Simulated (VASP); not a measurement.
Here is a VASP 6.6.1 calculation.

File INCAR:

```
SYSTEM = CuAu
ALGO = Fast ; EDIFF = 1E-7
ENCUT = 520 ; GGA = PE
ISIF = 2 ; ISMEAR = 0
LASPH = .TRUE. ; LCHARG = .FALSE.
LREAL = .FALSE. ; LWAVE = .FALSE.
NBANDS = 18 ; NELM = 60
PREC = Accurate ; SIGMA = 0.15
```

File KPOINTS:

```
k-points
0
G
  18 18 14
  0 0 0
```

Contents of POSCAR:

```
CuAu
1.0
    2.9120000000      0.0000000000      0.0000000000
    0.0000000000      2.9120000000      0.0000000000
    0.0000000000      0.0000000000      3.6700000000
Cu Au
1 1
Direct
    0.5000000000      0.5000000000      0.5000000000
    0.0000000000      0.0000000000      0.0000000000
```

Potentials or basis: VASP PAW PBE potentials, release 64 (Cu, Au).

The run is started by

```console
$ cat potpaw_PBE.64/Cu/POTCAR potpaw_PBE.64/Au/POTCAR > POTCAR
$ mpirun -np 1 vasp_std > vasp.out
```

(1) What does it give for the band gap on the k mesh?

(2) Estimate the pressure.

Answers

(1) zero (band 11 reaches 12.70 eV, above the bottom of band 12 at 5.87 eV).

(2) -4.6 GPa.

Caveat: the cell differs from its parent crystal (strain +0.0400 x Voigt [1, 1, 0, 0, 0, 0]); spin-orbit coupling is left out, which moves the levels of the heavy elements.
